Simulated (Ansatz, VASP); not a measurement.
Two plane-wave programs on Cd2Mo

```
Cd Mo
1.0
     0.00000    3.25962    3.25962
     3.25962    0.00000    3.25962
     3.25962    3.25962    0.00000
Cd Mo
2 1
Direct
  0.25000 0.25000 0.25000
  0.75000 0.75000 0.75000
  0.00000 0.00000 0.00000
```

Alike in both runs: task relaxation of cell and atoms; functional PBE; k mesh 12 × 12 × 12; occupations gaussian, width 0.1 eV; no spin polarisation.

|  | VASP | Ansatz |
| --- | --- | --- |
| version | VASP 6.6.1 | Ansatz 0.2.0 |
| potentials or method | VASP PAW PBE potentials, release 64 (Cd, Mo_sv), cutoff 600 eV | scalar-relativistic, plane waves, PAW |
| valence electrons in the cell | 38 | 54 |

```tsv
	VASP	Ansatz	Ansatz less VASP
gap on the k mesh at the Fermi level, each at its own relaxed structure (eV)	none	none	-
relaxed volume (Å³/atom)	23.12	23.00	-0.121
relaxed cell length with the largest relative difference (Å)	4.612	4.604	-0.0081
```

A gap of «none» marks a metal or a gap that the smearing closes. VASP's potentials hold 38 valence electrons a cell and Ansatz's 54, so a difference there can come from the potentials and not from the codes.
